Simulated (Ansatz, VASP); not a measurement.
Two plane-wave programs on BN

Contents of POSCAR:

```
BN
1.0
    2.5008381595      0.0000000000      0.0000000000
   -1.2504190798      2.1657893769      0.0000000000
    0.0000000000      0.0000000000      6.8931474372
B N
2 2
Direct
    0.3333333333      0.6666666667      0.2500000000
    0.6666666667      0.3333333333      0.7500000000
    0.6666666667      0.3333333333      0.2500000000
    0.3333333333      0.6666666667      0.7500000000
```

The input INCAR.step1:

```
PREC = Accurate ; ENCUT = 520
ISMEAR = 1 ; SIGMA = 0.001
LREAL = False ; LASPH = True
NELM = 60 ; NBANDS = 16
GGA = PE ; ALGO = Normal
EDIFF = 1E-4 ; LWAVE = True
LCHARG = False
```

The input INCAR.step2:

```
PREC = Accurate ; ENCUT = 520
EDIFF = 1E-7 ; ISMEAR = 1
SIGMA = 0.001 ; LREAL = False
LASPH = True ; NELM = 60
ALGO = Normal ; ISIF = 2
LWAVE = False ; LCHARG = False
METAGGA = R2SCAN ; LMIXTAU = True
NBANDS = 16 ; ISTART = 1
```

The input KPOINTS:

```
Automatic mesh
0
Gamma
  9 9 4
```

Input for Ansatz:

```yaml
crystal:
  lattice:
    - [2.5008381595, 0.0, 0.0]
    - [-1.2504190798, 2.1657893769, 0.0]
    - [0.0, 0.0, 6.8931474372]
  atoms:
    - { symbol: B, position: [0.3333333333, 0.6666666667, 0.25] }
    - { symbol: B, position: [0.6666666667, 0.3333333333, 0.75] }
    - { symbol: "N", position: [0.6666666667, 0.3333333333, 0.25] }
    - { symbol: "N", position: [0.3333333333, 0.6666666667, 0.75] }
kpoints:
  mp_grid: { grid: [9, 9, 4] }
hamiltonian:
  xc: r2scan
scf:
  occupations: { method: cold, width: 0.001 }
  n_extra_bands: 5
output:
  forces: true
  stress: true
  eigenvalues: true
```

Alike in both runs: task single point; functional r2SCAN; k mesh 9 × 9 × 4; no spin polarisation.

|  | VASP | Ansatz |
| --- | --- | --- |
| version | VASP 6.6.1 | Ansatz 0.2.0 |
| potentials or method | VASP PAW PBE potentials, release 64 (B, N) | plane waves |
| plane-wave cutoff (eV) | 520 | 500 |
| occupations | methfessel-paxton of order 1, width 0.001 eV | cold, width 0.001 eV |
| valence electrons in the cell | 16 | 16 |

```csv
,VASP,Ansatz,Ansatz less VASP
gap on the k mesh at the Fermi level (eV),5.06,5.02,-0.044
pressure (GPa),0.4,0.0,-0.38
"traceless stress, the component that is largest in VASP (GPa)",-0.68,-0.03,+0.656
```

VASP's potentials were made for PBE, not for r2SCAN.
